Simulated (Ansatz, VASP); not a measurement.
MgO in VASP and in Ansatz

File POSCAR:

```
MgO
1.0
    2.5697963642      0.0000000000      0.0000000000
    0.0000000000      2.5697963642      0.0000000000
    0.0000000000      0.0000000000      2.5697963642
Mg O
1 1
Direct
    0.0000000000      0.0000000000      0.0000000000
    0.5000000000      0.5000000000      0.5000000000
```

File INCAR.step1:

```
SYSTEM = MgO
PREC = Accurate
ENCUT = 520
ISMEAR = 0
SIGMA = 0.01
LREAL = .False.
LASPH = .True.
NELM = 80
NBANDS = 11
GGA = PE
ALGO = Normal
EDIFF = 1E-4
LWAVE = .True.
LCHARG = .False.
```

Contents of INCAR.step2:

```
SYSTEM = MgO
PREC = Accurate
ENCUT = 520
EDIFF = 1E-7
ISMEAR = 0
SIGMA = 0.01
LREAL = .False.
LASPH = .True.
NELM = 80
ALGO = Normal
ISIF = 2
LWAVE = .False.
LCHARG = .False.
METAGGA = R2SCAN
LMIXTAU = .True.
NBANDS = 11
ISTART = 1
```

File KPOINTS:

```
Automatic mesh
0
Gamma
  8 8 8
  0 0 0
```

Input for Ansatz:

```yaml
crystal:
  lattice:
    - [2.5697963642, 0.0, 0.0]
    - [0.0, 2.5697963642, 0.0]
    - [0.0, 0.0, 2.5697963642]
  atoms:
    - { symbol: Mg, position: [0.0, 0.0, 0.0] }
    - { symbol: O, position: [0.5, 0.5, 0.5] }
kpoints:
  mp_grid: { grid: [8, 8, 8] }
hamiltonian:
  xc: r2scan
scf:
  occupations: { method: fixed }
  n_extra_bands: 4
output:
  forces: true
  stress: true
  eigenvalues: true
```

Alike in both runs: task single point; functional r2SCAN; k mesh 8 × 8 × 8; no spin polarisation.

|  | VASP | Ansatz |
| --- | --- | --- |
| version | VASP 6.6.1 | Ansatz 0.2.0 |
| potentials or method | VASP PAW PBE potentials, release 64 (Mg, O) | plane waves, PAW |
| plane-wave cutoff (eV) | 520 | 500 |
| occupations | gaussian, width 0.01 eV | fixed |
| valence electrons in the cell | 8 | 16 |

VASP gave:

- gap on the k mesh at the Fermi level (eV): 4.08
- pressure (GPa): 9.8

Task: Which values does Ansatz return?

Result: gap on the k mesh at the Fermi level (eV): 4.12; pressure (GPa): 11.1.

VASP's potentials were made for PBE, not for r2SCAN. VASP's potentials hold 8 valence electrons a cell and Ansatz's 16, so a difference there can come from the potentials and not from the codes.
